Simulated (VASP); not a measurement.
A run of VASP 6.6.1:

File INCAR:

```
SYSTEM = Si2W
PREC     = Accurate       ! precision mode
ENCUT    = 600            ! plane-wave cutoff, eV
EDIFF    = 1E-6           ! SCF threshold, eV
ISMEAR   = 0              ! smearing method
SIGMA    = 0.1            ! smearing width, eV
LREAL    = .False.        ! projectors in reciprocal space
LASPH    = .True.         ! aspherical terms in the spheres
NELM     = 60             ! most SCF steps
ALGO     = Normal         ! electronic algorithm
ISIF     = 3              ! what is computed and relaxed
LWAVE    = .False.        ! write WAVECAR
LCHARG   = .False.        ! write CHGCAR
GGA      = PE             ! functional
IBRION   = 2              ! ionic algorithm
NSW      = 90             ! ionic steps
EDIFFG   = -0.04          ! ionic threshold
```

Contents of KPOINTS:

```
Automatic mesh
0
Gamma
  4 4 4
  0 0 0
```

The input POSCAR:

```
Si2W
1.0
    0.0000000000      3.4526512380      3.4526512380
    3.4526512380      0.0000000000      3.4526512380
    3.4526512380      3.4526512380      0.0000000000
Si W
4 2
Direct
    0.6250000000      0.6250000000      0.6250000000
    0.1250000000      0.6250000000      0.6250000000
    0.6250000000      0.6250000000      0.1250000000
    0.6250000000      0.1250000000      0.6250000000
    0.0000000000      0.0000000000      0.0000000000
    0.2500000000      0.2500000000      0.2500000000
```

Potentials or basis: VASP PAW PBE potentials, release 64 (Si, W_sv).

Run with:

```bash
$ cat potpaw_PBE.64/Si/POTCAR potpaw_PBE.64/W_sv/POTCAR > POTCAR
$ mpirun -np 1 vasp_std > vasp.out
```

Hardware: 1 thread of AMD EPYC 9R14 (Zen 4), on a shared host.

Problem. Estimate the wall time of this run.

Solution. It took 62 s on 1 thread of AMD EPYC 9R14 (Zen 4) (shared host), peak memory 0.21 GiB. Counts: scf iterations 31, k points 8, ion steps 3.
